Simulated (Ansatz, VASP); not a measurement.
V in VASP and in Ansatz

```
V
1.0
     2.60429    0.00000    0.00000
    -1.30215    2.25538    0.00000
     0.00000    0.00000    4.72334
V
2
Direct
  0.33333 0.66667 0.25000
  0.66667 0.33333 0.75000
```

Alike in both runs: task single point; functional PBE; k mesh 10 × 10 × 5; occupations fermi-dirac, width 0.05 eV; collinear spin; fixed moment 5 μB.

|  | VASP | Ansatz |
| --- | --- | --- |
| version | VASP 6.6.1 | Ansatz 0.2.0 |
| potentials or method | VASP PAW PBE potentials, release 64 (V_sv) | Ansatz PAW |
| plane-wave cutoff (eV) | 520 | 420 |
| valence electrons in the cell | 26 | 26 |

```tsv
	VASP	Ansatz	Ansatz less VASP
pressure (GPa)	25.4	25.1	-0.28
traceless stress, the component that is largest in VASP (GPa)	-22.90	-22.89	+0.008
net moment per atom (μB)	2.50	2.50	0.000
size of the moment on the site where the two differ most (μB)	2.11	2.00	-0.111
```

Site moments also hang on the region over which each program counts them. The functional is the same, so the differences come from potentials, cutoffs and numerics.
